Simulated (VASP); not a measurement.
Wanted: the native input for a VASP 6.6.1 run.

| Property | Result |
| --- | --- |
| Task | single point |
| Functional | r2SCAN0 |
| Potentials or basis | VASP PAW PBE potentials, release 64 (Cd, S) |
| Cutoff | 520 eV |
| k mesh | 4 × 4 × 4 |
| Occupations | fermi-dirac, width 0.05 eV |
| Spin | no spin polarisation |
| Dipole correction | no |
| Grid for exact exchange (PRECFOCK) | Normal |
| Further INCAR settings | ALGO = Normal; EDIFF = 1e-07; NBANDS = 16 |
| Share of exact exchange | 0.25 |

Crystal: CdS.

```
Cd S
1.0
     0.00000    2.91650    2.91650
     2.91650    0.00000    2.91650
     2.91650    2.91650    0.00000
Cd S
1 1
Direct
  0.00000 0.00000 0.00000
  0.75000 0.75000 0.75000
```

One way to write it, as run:

POSCAR

```
CdS
1.0
    0.0000000000      2.9165000000      2.9165000000
    2.9165000000      0.0000000000      2.9165000000
    2.9165000000      2.9165000000      0.0000000000
Cd S
1 1
Direct
    0.0000000000      0.0000000000      0.0000000000
    0.7500000000      0.7500000000      0.7500000000
```

INCAR.step1

```
PREC = Accurate
ENCUT = 520
EDIFF = 1E-5
ISMEAR = -1
SIGMA = 0.05
LREAL = F
LASPH = T
NELM = 60
ALGO = Normal
ISIF = 2
LWAVE = T
LCHARG = F
NBANDS = 16
GGA = PE
```

INCAR.step2

```
PREC = Accurate
ENCUT = 520
EDIFF = 1E-7
ISMEAR = -1
SIGMA = 0.05
LREAL = F
LASPH = T
NELM = 60
ALGO = Normal
ISIF = 2
LWAVE = F
LCHARG = F
METAGGA = R2SCAN
LHFCALC = T
AEXX = 0.25
LMIXTAU = T
PRECFOCK = Normal
NBANDS = 16
ISTART = 1
```

KPOINTS

```
regular mesh
0
Gamma
  4 4 4
```

Potentials or basis: VASP PAW PBE potentials, release 64 (Cd, S).

Run with:

```bash
$ cat potpaw_PBE.64/Cd/POTCAR potpaw_PBE.64/S/POTCAR > POTCAR
$ cp INCAR.step1 INCAR
$ mpirun -np 1 vasp_std > vasp.out
$ cp INCAR.step2 INCAR
$ mpirun -np 1 vasp_std > vasp.out
```

It gave:

```yaml
Pressure: 1.3 GPa
Band_gap_on_the_k_mesh: 3.15 eV
```

Caveat: the k points lie up to 0.47 Å⁻¹ apart; the PAW data sets were made with another functional, which shifts forces and pressure a little.

Wall time 18 min on 1 thread of Intel Xeon 8259CL (shared host), peak memory 0.19 GiB.
